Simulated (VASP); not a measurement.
WC (Qusongite), 2 atoms in the cell. Symmetry: P-6m2, No. 187, hexagonal system. Conventional cell: a = 2.907 Å, b = 2.907 Å, c = 2.837 Å, α = 90.00°, β = 90.00°, γ = 120.00°. W (site symmetry -6m2) has 6 C at 2.20 Å and 2 W at 2.84 Å within 2.9 Å. C (site symmetry -6m2) has 6 W at 2.20 Å and 2 C at 2.84 Å within 2.9 Å. 

| Quantity | Value |
| --- | --- |
| Program | VASP 6.6.1 |
| Task | single point |
| Functional | RPBE |
| Potentials or basis | VASP PAW PBE potentials, release 64 (W_sv, C_h) |
| Cutoff | 910 eV |
| k mesh | 11 × 11 × 10 |
| Occupations | fermi-dirac, width 0.15 eV |
| Spin | no spin polarisation |
| Dipole correction | no |
| Second run | hard_potentials |
| Further INCAR settings | ALGO = Normal; EDIFF = 1e-06; NBANDS = 16 |

Potentials or basis: VASP PAW PBE potentials, release 64 (W_sv, C_h).

Launch:

```sh
$ cat potpaw_PBE.64/W_sv/POTCAR potpaw_PBE.64/C_h/POTCAR > POTCAR
$ mpirun -np 1 vasp_std > vasp.out
```

Hardware: 1 thread of Intel(R) Xeon(R) Platinum 8488C (Sapphire Rapids), on a shared host.

Question: How long does it take, and how much memory?

Answer: Run time: 54 s on 1 thread of Intel(R) Xeon(R) Platinum 8488C (Sapphire Rapids) (shared host), peak memory 0.22 GiB. Counts: scf iterations 13, k points 96.
